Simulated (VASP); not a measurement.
Input of a VASP 6.6.1 run:

Contents of INCAR:

```
ALGO = Fast ; EDIFF = 1E-6
EDIFFG = -0.04 ; ENCUT = 600
GGA = PE ; IBRION = 2
ISIF = 3 ; ISMEAR = 0
LASPH = True ; LCHARG = False
LREAL = False ; LWAVE = False
NELM = 60 ; NSW = 90
PREC = Accurate ; SIGMA = 0.1
```

KPOINTS

```
k-points
0
Gamma
  4 4 4
```

POSCAR

```
Cd7W
1.0
    0.0000000000      4.8561069200      4.8561069200
    4.8561069200      0.0000000000      4.8561069200
    4.8561069200      4.8561069200      0.0000000000
Cd W
7 1
Direct
    0.5000000000      0.0000000000      0.0000000000
    0.0000000000      0.5000000000      0.5000000000
    0.0000000000      0.5000000000      0.0000000000
    0.5000000000      0.0000000000      0.5000000000
    0.0000000000      0.0000000000      0.5000000000
    0.5000000000      0.5000000000      0.0000000000
    0.0000000000      0.0000000000      0.0000000000
    0.5000000000      0.5000000000      0.5000000000
```

Potentials or basis: VASP PAW PBE potentials, release 64 (Cd, W_sv).

Command:

```bash
$ cat potpaw_PBE.64/Cd/POTCAR potpaw_PBE.64/W_sv/POTCAR > POTCAR
$ mpirun -np 1 vasp_std > vasp.out
```

Question: Estimate the relaxed volume.

Answer: 20.75 Å³/atom.

Question: Predict the band gap on the k mesh.

Answer: Zero (bands 49 and 50 overlap by 0.50 eV).

Question: What does it give for the relaxed cell?

Answer: a = 6.169 Å, b = 6.169 Å, c = 6.169 Å, α = 60.00°, β = 60.00°, γ = 60.00°.

Question: Predict the space group after relaxing (to 0.1 Å).

Answer: Fm-3m (No. 225).

The path:
| step | energy change (eV) | largest force (eV/Å) | pressure (GPa) | volume (Å³) |
| --- | --- | --- | --- | --- |
| 1 | 0.0000 | 0.0000 | -10.08 | 229.03 |
| 2 | -2.7647 | 0.0000 | -3.39 | 174.38 |
| 3 | -2.8624 | 0.0000 | -0.18 | 166.04 |

Caveat: the volume moved by over 15 % at a fixed basis, so the end points are rough; spin-orbit coupling is left out, which moves the levels of the heavy elements.
